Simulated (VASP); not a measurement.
# MoPt (P-6m2) in VASP: a series of runs, part 2 of 2

VASP 6.6.1. The steps go on from the part before.

## Step 3: Relaxation of volume and atoms at fixed shape, LDA

This run uses another cell than the first one, of 15.61 Å³/atom.

File INCAR:

```
PREC     = Accurate       # precision mode
ENCUT    = 600            # plane-wave cutoff, eV
EDIFF    = 1E-7           # SCF threshold, eV
ISMEAR   = -1             # smearing method
SIGMA    = 0.1            # smearing width, eV
LREAL    = F              # projectors in reciprocal space
LASPH    = T              # aspherical terms in the spheres
NELM     = 100            # most SCF steps
ALGO     = Normal         # electronic algorithm
ISIF     = 8              # what is computed and relaxed
LWAVE    = F              # write WAVECAR
LCHARG   = F              # write CHGCAR
IBRION   = 2              # ionic algorithm
NSW      = 60             # ionic steps
EDIFFG   = -0.03          # ionic threshold
```

File KPOINTS:

```
Automatic mesh
0
Gamma
  8 8 5
```

File POSCAR:

```
MoPt
1.0
    2.8214750000      0.0000000000      0.0000000000
   -1.4107375000      2.4434690261      0.0000000000
    0.0000000000      0.0000000000      4.5270880000
Mo Pt
1 1
Direct
    0.6666666667      0.3333333333      0.0000000000
    0.3333333333      0.6666666667      0.5000000000
```

Potentials or basis: VASP PAW LDA potentials, release 64 (Mo_sv, Pt).

Started as:

```bash
cat potpaw_LDA.64/Mo_sv/POTCAR potpaw_LDA.64/Pt/POTCAR > POTCAR
mpirun -np 1 vasp_std > vasp.out
```

OUTCAR:

```text
PREC = Accurate
   ENCUT = 600
   EDIFF = 1E-7
   ISMEAR = -1
   LREAL = F
   LASPH = T
   NELM = 100
   ISIF = 8
   IBRION = 2
   NSW = 60
   EDIFFG = -0.03

 ion  position               nearest neighbor table
   1  0.667  0.333  0.000-   2 2.79   2 2.79   2 2.79   2 2.79   2 2.79   2 2.79
   2  0.333  0.667  0.500-   1 2.79   1 2.79   1 2.79   1 2.79   1 2.79   1 2.79

  LATTYP: Found a hexagonal cell.
 ALAT       =     2.8214750000
 C/A-ratio  =     1.6045111156

  Lattice vectors:

 A1 = (   2.8214750000,   0.0000000000,   0.0000000000)
 A2 = (  -1.4107375000,   2.4434690261,   0.0000000000)
 A3 = (   0.0000000000,   0.0000000000,   4.5270880000)

Analysis of symmetry for initial positions (statically):
=====================================================================
 Subroutine PRICEL returns:
 Original cell was already a primitive cell.

 Routine SETGRP: Setting up the symmetry group for a
 hexagonal supercell.

 Subroutine GETGRP returns: Found 12 space group operations
 (whereof 12 operations were pure point group operations)
 out of a pool of 24 trial point group operations.

The static configuration has the point symmetry D_3h.

Analysis of symmetry for dynamics (positions and initial velocities):
=====================================================================
 Subroutine PRICEL returns:
 Original cell was already a primitive cell.

 Routine SETGRP: Setting up the symmetry group for a
 hexagonal supercell.

 Subroutine GETGRP returns: Found 12 space group operations
 (whereof 12 operations were pure point group operations)
 out of a pool of 24 trial point group operations.

The dynamic configuration has the point symmetry D_3h.

 Subroutine INISYM returns: Found 12 space group operations
 (whereof 12 operations are pure point group operations),
 and found     1 'primitive' translations

----------------------------------------------------------------------------------------

                                     Primitive cell
[... 116 lines left out ...]
   GGA     = CA    functional components
   LHFCALC =     F    Hartree Fock is set to
   AEXX    =    0.0000 exact exchange contribution
   IVDW    =     0    specifies the selected vdW correction
   LEPSILON=     F    determine dielectric tensor
   LRPA    =     F    only Hartree local field effects (RPA)
 conjugate gradient relaxation of ions
 non-spin polarized calculation
  energy-cutoff  :      600.00
  volume of cell :       31.21
 maximum number of plane-waves:      1087
 NGX is ok and might be reduce to    24
   NGX = 11   NGY = 11   NGZ = 19

--------------------------------------- Ionic step        1  -------------------------------------------

 number of electron      24.0000004 magnetization

 Free energy of the ion-electron system (eV)
  ---------------------------------------------------
  ext. energy  EPLUGINS =         0.00000000
  ---------------------------------------------------
  free energy    TOTEN  =       -19.96525535 eV

  energy without entropy =      -19.89800492  energy(sigma->0) =      -19.93163014

------------------------ aborting loop because EDIFF is reached ----------------------------------------

  FORCE on cell =-STRESS in cart. coord.  units (eV):
  Direction    XX          YY          ZZ          XY          YZ          ZX
  --------------------------------------------------------------------------------------
  -------------------------------------------------------------------------------------
  Total       -3.1095390     -3.1095390     -2.3747951     -0.0000000      0.0000000      0.0000000
  in kB     -159.6263573   -159.6263573   -121.9087127     -0.0000000      0.0000000      0.0000000
  external PRESSURE =    -147.0538091 kB  Pullay stress =       0.0000000 kB
[... 95 lines left out ...]
--------------------------------------- Ionic step        4  -------------------------------------------

 number of electron      23.9999999 magnetization

 Free energy of the ion-electron system (eV)
  ---------------------------------------------------
  ext. energy  EPLUGINS =         0.00000000
  ---------------------------------------------------
  free energy    TOTEN  =       -20.04494670 eV

  energy without entropy =      -19.98232006  energy(sigma->0) =      -20.01363338

 E-fermi :  12.7540     XC(G=0): -13.8585

 val. band max:       12.7222593158   @ k =   0.1250   0.0000   0.4000
 cond. band min:      12.8078924239   @ k =   0.3750   0.0000   0.4000
 fundamental gap:      0.0856331081
 Fermi energy:        12.7540145677

 k-point     1 :       0.0000    0.0000    0.0000
  band No.  band energies     occupation
      1     -48.0405      2.00000
      2     -22.4672      2.00000
      3     -21.5900      2.00000
      4     -21.5900      2.00000
      5       2.9436      2.00000
      6       5.9485      2.00000
[... 433 lines left out ...]
      3     -22.3183      2.00000
      4     -21.8344      2.00000
      5       5.5273      2.00000
      6       6.3505      2.00000
[... 8 lines left out ...]
     15      15.9863      0.00000
     16      16.0752      0.00000

 [... further k-points ...]
[... 5 lines left out ...]
  --------------------------------------------------------------------------------------
  -------------------------------------------------------------------------------------
  Total       -0.3838414     -0.3838414      0.6332151     -0.0000000     -0.0000000      0.0000000
  in kB      -20.7870282    -20.7870282     34.2919214     -0.0000000     -0.0000000      0.0000000
  external PRESSURE =      -2.4273783 kB  Pullay stress =       0.0000000 kB
[... 17 lines left out ...]
  FREE ENERGIE OF THE ION-ELECTRON SYSTEM (eV)
  ---------------------------------------------------
  free  energy   TOTEN  =       -20.0449466990 eV

  energy  without entropy=      -19.9823200552  energy(sigma->0) =      -20.01363338

 reached required accuracy - stopping structural energy minimisation
```

OSZICAR:

```text
N       E                     dE             d eps       ncg     rms          rms(c)
DAV:   1     0.214953309904E+03    0.21495E+03   -0.15895E+04   960   0.171E+03
DAV:   2    -0.176993653500E+02   -0.23265E+03   -0.22992E+03  1208   0.429E+02
DAV:   3    -0.214981621491E+02   -0.37988E+01   -0.37886E+01  1032   0.597E+01
[... 39 lines left out ...]
DAV:   3    -0.200449723160E+02    0.87512E-04   -0.11645E-03  1064   0.299E-01    0.818E-02
DAV:   4    -0.200449353987E+02    0.36917E-04   -0.24525E-04  1072   0.109E-01    0.531E-02
DAV:   5    -0.200449469257E+02   -0.11527E-04   -0.13981E-05   960   0.338E-02    0.382E-03
DAV:   6    -0.200449467062E+02    0.21945E-06   -0.15228E-06  1088   0.105E-02    0.181E-03
DAV:   7    -0.200449466990E+02    0.72519E-08   -0.32920E-08   488   0.192E-03
   4 F= -.20044947E+02 E0= -.20013633E+02  d E =-.796913E-01
```

Run time: 72 s. Hardware: 1 thread of Intel Xeon 8259CL, shared host; peak memory 0.16 GiB.

Results:

- Free energy: -20.0449 eV
- Relaxed volume: 14.79 Å³/atom
- Relaxed cell: a = 2.772 Å, b = 2.772 Å, c = 4.447 Å, α = 90.00°, β = 90.00°, γ = 120.00°
- Space group after relaxing (to 0.1 Å): P-6m2 (No. 187)
- Energy gained by relaxing: 39.8 meV/atom
- Ionic steps: 4
- Pressure after relaxing: -0.2 GPa
- Band gap on the k mesh: zero (bands 12 and 13 overlap by 2.04 eV)

Stress tensor (GPa, compression positive):
```
-2.08  0.00  0.00
 0.00 -2.08  0.00
 0.00  0.00  3.43
```

Step by step:
| step | energy change (eV) | largest force (eV/Å) | pressure (GPa) | volume (Å³) |
| --- | --- | --- | --- | --- |
| 1 | 0.0000 | 0.0000 | -14.71 | 31.21 |
| 2 | 0.7702 | 0.0000 | 72.29 | 25.18 |
| 3 | -0.0794 | 0.0000 | -1.08 | 29.67 |
| 4 | -0.0797 | 0.0000 | -0.24 | 29.58 |

Final structure:
```
Mo Pt
1.0
     2.77161    0.00000    0.00000
    -1.38581    2.40029    0.00000
     0.00000    0.00000    4.44708
Mo Pt
1 1
Direct
  0.66667 0.33333 0.00000
  0.33333 0.66667 0.50000
```

Caveat: spin-orbit coupling is left out, which moves the levels of the heavy elements.
